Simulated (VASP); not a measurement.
# Os (Im-3m) in VASP: further runs, part 2 of 2

VASP 6.6.1. The steps go on from the part before.

## Step 4: Single point, PBE

This run uses another cell than the first one, of 14.40 Å³/atom, 1.046 times its volume.

Input file INCAR:

```
ALGO     = Normal         # electronic algorithm
EDIFF    = 1E-6           # SCF threshold, eV
ENCUT    = 520            # plane-wave cutoff, eV
GGA      = PE             # functional
ISIF     = 2              # what is computed and relaxed
ISMEAR   = -1             # smearing method
LASPH    = True           # aspherical terms in the spheres
LCHARG   = False          # write CHGCAR
LREAL    = False          # projectors in reciprocal space
LWAVE    = False          # write WAVECAR
NBANDS   = 10             # bands
NELM     = 80             # most SCF steps
PREC     = Accurate       # precision mode
SIGMA    = 0.1            # smearing width, eV
```

Input file KPOINTS:

```
k-points
0
Gamma
  19 19 19
```

Input file POSCAR:

```
Os
1.0
    1.5325118719      1.5325118719      1.5325118719
   -1.5325118719      1.5325118719      1.5325118719
   -1.5325118719     -1.5325118719      1.5325118719
Os
1
Direct
    0.0000000000      0.0000000000      0.0000000000
```

Potentials or basis: VASP PAW PBE potentials, release 64 (Os).

On the command line:

```
> cat potpaw_PBE.64/Os/POTCAR > POTCAR
> mpirun -np 1 vasp_std > vasp.out
```

OUTCAR:

```text
EDIFF = 1E-6
   ENCUT = 520
   GGA = PE
   ISIF = 2
   ISMEAR = -1
   LASPH = True
   LREAL = False
   NELM = 80
   PREC = Accurate

 ion  position               nearest neighbor table
   1  0.000  0.000  0.000-

  LATTYP: Found a body centered cubic cell.
 ALAT       =     3.0650237438

  Lattice vectors:

 A1 = (   1.5325118719,  -1.5325118719,  -1.5325118719)
 A2 = (   1.5325118719,   1.5325118719,   1.5325118719)
 A3 = (  -1.5325118719,  -1.5325118719,   1.5325118719)

[... 487 lines left out ...]
      9      27.5915      0.00000
     10      32.4871      0.00000

 [... further k-points ...]

------------------------ aborting loop because EDIFF is reached ----------------------------------------

  FORCE on cell =-STRESS in cart. coord.  units (eV):
  Direction    XX          YY          ZZ          XY          YZ          ZX
  --------------------------------------------------------------------------------------
  -------------------------------------------------------------------------------------
  Total        0.9262697      0.9262697      0.9262697      0.0000000      0.0000000      0.0000000
  in kB      103.0804964    103.0804964    103.0804964      0.0000000      0.0000000      0.0000000
  external PRESSURE =     103.0804964 kB  Pullay stress =       0.0000000 kB

 VOLUME and BASIS-vectors are now :
 -----------------------------------------------------------------------------
  energy-cutoff  :      520.00
  volume of cell :       14.40
      direct lattice vectors                 reciprocal lattice vectors
     1.532511872  1.532511872  1.532511872     0.326261747  0.000000000  0.326261747
    -1.532511872  1.532511872  1.532511872    -0.326261747  0.326261747  0.000000000
    -1.532511872 -1.532511872  1.532511872     0.000000000 -0.326261747  0.326261747

 POSITION                                       TOTAL-FORCE (eV/Angst)
 -----------------------------------------------------------------------------------
      0.00000      0.00000      0.00000         0.000000     -0.000000     -0.000000
 -----------------------------------------------------------------------------------
    total drift:                               -0.000000     -0.000000      0.000000

  FREE ENERGIE OF THE ION-ELECTRON SYSTEM (eV)
  ---------------------------------------------------
  free  energy   TOTEN  =       -10.3708315587 eV

  energy  without entropy=      -10.3219561937  energy(sigma->0) =      -10.34639388
```

OSZICAR:

```text
N       E                     dE             d eps       ncg     rms          rms(c)
DAV:   1     0.363969593682E+02    0.36397E+02   -0.42233E+03  4512   0.743E+02
DAV:   2    -0.983828284709E+01   -0.46235E+02   -0.43375E+02  4534   0.199E+02
DAV:   3    -0.109802350345E+02   -0.11420E+01   -0.11308E+01  5212   0.288E+01
DAV:   4    -0.109833964983E+02   -0.31615E-02   -0.31600E-02  4804   0.169E+00
DAV:   5    -0.109834080071E+02   -0.11509E-04   -0.11509E-04  4968   0.939E-02    0.168E+01
DAV:   6    -0.105120558536E+02    0.47135E+00   -0.52204E-01  5130   0.562E+00    0.797E+00
DAV:   7    -0.103744551299E+02    0.13760E+00   -0.39143E-01  5420   0.460E+00    0.646E-01
DAV:   8    -0.103721448799E+02    0.23103E-02   -0.18128E-03  4674   0.367E-01    0.437E-01
DAV:   9    -0.103708314175E+02    0.13135E-02   -0.97790E-04  4776   0.331E-01    0.177E-02
DAV:  10    -0.103708315587E+02   -0.14120E-06   -0.95858E-06  4848   0.229E-02
   1 F= -.10370832E+02 E0= -.10346394E+02  d E =-.488754E-01
```

stdout:

```text
POSCAR found type information on POSCAR Os
 POSCAR found :  1 types and       1 ions
 scaLAPACK will be used
 LDA part: xc-table for (Slater+PW92), standard interpolation
 POSCAR, INCAR and KPOINTS ok, starting setup
 FFT: planning ... GRIDC
 FFT: planning ... GRID_SOFT
 FFT: planning ... GRID
 WAVECAR not read
 entering main loop
```

Run time: 8.3 s. Hardware: 1 thread of Intel Xeon 6975P-C (Granite Rapids), shared host; peak memory 0.15 GiB.

What came out:

| Quantity | Value |
| --- | --- |
| Free energy | -10.3708 eV |
| Pressure | 10.3 GPa |
| Band gap on the k mesh | zero (band 4 reaches 11.58 eV, above the bottom of band 5 at 6.99 eV) |

Caveat: spin-orbit coupling is left out, which moves the levels of the heavy elements.

## Step 5: Single point, PBE

This run uses another cell than the first one, of 14.79 Å³/atom, 1.075 times its volume.

Input file INCAR:

```
PREC = Accurate
ENCUT = 520
EDIFF = 1E-6
ISMEAR = -1
SIGMA = 0.1
LREAL = False
LASPH = True
NELM = 80
ALGO = Normal
ISIF = 2
LWAVE = False
LCHARG = False
GGA = PE
NBANDS = 10
```

Input file KPOINTS:

```
regular mesh
0
Gamma
  19 19 19
```

Input file POSCAR:

```
Os
1.0
    1.5462411594      1.5462411594      1.5462411594
   -1.5462411594      1.5462411594      1.5462411594
   -1.5462411594     -1.5462411594      1.5462411594
Os
1
Direct
    0.0000000000      0.0000000000      0.0000000000
```

On the command line:

```
> cat potpaw_PBE.64/Os/POTCAR > POTCAR
> mpirun -np 1 vasp_std > vasp.out
```

Run time: 9.4 s. Hardware: 1 thread of Intel Xeon 6975P-C (Granite Rapids), shared host; peak memory 0.15 GiB.

Results (log left out):

```
Free energy            : -10.3836 eV
Pressure               : 0.1 GPa
Band gap on the k mesh : zero (band 4 reaches 11.08 eV, above the bottom of band 5 at 6.68 eV)
```

Levels at points of the mesh, in eV from the Fermi level:
```tsv
k point	band 1	band 2	band 3	band 4	band 5	band 6	band 7	band 8
(0.00, 0.00, 0.00)	-10.73	-3.27	-3.27	-3.27	-0.08	-0.08	16.18	16.18
```

Caveat: spin-orbit coupling is left out, which moves the levels of the heavy elements.

## Step 6: Relaxation of cell and atoms, PBE

This run uses another cell than the first one, of 14.05 Å³/atom, 1.021 times its volume.

Input file INCAR:

```
SYSTEM = Os
PREC = Accurate
ENCUT = 600
EDIFF = 1E-7
ISMEAR = -1
SIGMA = 0.1
LREAL = .False.
LASPH = .True.
NELM = 100
ALGO = Normal
ISIF = 3
LWAVE = .False.
LCHARG = .False.
GGA = PE
IBRION = 2
NSW = 80
EDIFFG = -0.01
```

Input file KPOINTS:

```
regular mesh
0
Gamma
  19 19 19
  0 0 0
```

Input file POSCAR:

```
Os
1.0
    1.5200000000      1.5200000000      1.5200000000
   -1.5200000000      1.5200000000      1.5200000000
   -1.5200000000     -1.5200000000      1.5200000000
Os
1
Direct
    0.0000000000      0.0000000000      0.0000000000
```

Potentials or basis: VASP PAW PBE potentials, release 64 (Os).

On the command line:

```
> cat potpaw_PBE.64/Os/POTCAR > POTCAR
> mpirun -np 1 vasp_std > vasp.out
```

It took 3.3 min on 1 thread of AMD EPYC 7R43 (Zen 3), shared host; peak memory 0.15 GiB.

Results (log left out):

```yaml
Free_energy: -10.3840 eV
Relaxed_volume: 14.79 Å³/atom
Relaxed_cell: a = 2.679 Å, b = 2.679 Å, c = 2.679 Å, α = 70.53°, β = 109.47°, γ = 70.53°
Space_group_after_relaxing_to_0.05_Å: Im-3m (No. 229)
Energy_gained_by_relaxing: 46.8 meV/atom
Ionic_steps: 15
Pressure_after_relaxing: 0.1 GPa
Band_gap_on_the_k_mesh: zero (band 4 reaches 11.07 eV, above the bottom of band 5 at 6.68 eV)
```

The path:
| step | energy change (eV) | largest force (eV/Å) | pressure (GPa) | volume (Å³) |
| --- | --- | --- | --- | --- |
| 1 | 0.0000 | 0.0000 | 21.08 | 14.05 |
| 2 | 0.5149 | 0.0000 | -43.55 | 18.15 |
| 3 | -0.0464 | 0.0000 | -1.78 | 14.87 |
| 4 | -0.0468 | 0.0000 | -0.15 | 14.80 |
| 5 | -0.0468 | 0.0000 | 0.22 | 14.79 |
| 6 | -0.0468 | 0.0000 | 0.22 | 14.79 |
| 7 | -0.0468 | 0.0000 | 0.19 | 14.79 |
| 8 | -0.0468 | 0.0000 | 0.18 | 14.79 |
| 9 | -0.0468 | 0.0000 | 0.18 | 14.79 |
| 10 | -0.0468 | 0.0000 | 0.18 | 14.79 |
| 11 | -0.0468 | 0.0000 | 0.18 | 14.79 |
| 12 | -0.0468 | 0.0000 | 0.18 | 14.79 |
| 13 | -0.0468 | 0.0000 | 0.17 | 14.79 |
| 14 | -0.0468 | 0.0000 | 0.14 | 14.79 |
| 15 | -0.0468 | 0.0000 | 0.10 | 14.79 |

Final structure:
```xyz
1
Lattice="1.5464 1.5464 1.5464 -1.5464 1.5464 1.5464 -1.5464 -1.5464 1.5464" Properties=species:S:1:pos:R:3 pbc="T T T"
Os    0.0000    0.0000    0.0000
```

Levels at points of the mesh, in eV from the Fermi level:
```csv
k point,band 2,band 3,band 4,band 5,band 6,band 7
"(0.00, 0.00, 0.00)",-3.27,-3.27,-3.27,-0.08,-0.08,16.18
```

Caveat: spin-orbit coupling is left out, which moves the levels of the heavy elements.

## Step 7: Summary

| task | cell | cutoff (eV) | gap on the mesh (eV) | pressure (GPa) |
| --- | --- | --- | --- | --- |
| single point | a = 2.615 Å, angles 70.5, 109.5, 70.5°, 1 atom | 520 | none | 30.9 |
| single point | a = 2.633 Å, angles 70.5, 109.5, 70.5°, 1 atom | 520 | none | 20.6 |
| single point | a = 2.654 Å, angles 70.5, 109.5, 70.5°, 1 atom | 520 | none | 10.3 |
| single point | a = 2.678 Å, angles 70.5, 109.5, 70.5°, 1 atom | 520 | none | 0.1 |
| relaxation of cell and atoms | relaxed from a = 2.633 Å, angles 70.5, 109.5, 70.5°, 1 atom | 600 | none | 0.1 |

Alike in all rows: level PBE; potentials or basis VASP PAW PBE potentials, release 64 (Os); no spin polarisation; k mesh 19 × 19 × 19; smearing fermi-dirac 0.1 eV.

Caveats: spin-orbit coupling is left out, which moves the levels of the heavy elements.

Total energies depend on the potentials used, so only differences within one code and one set of settings carry meaning.
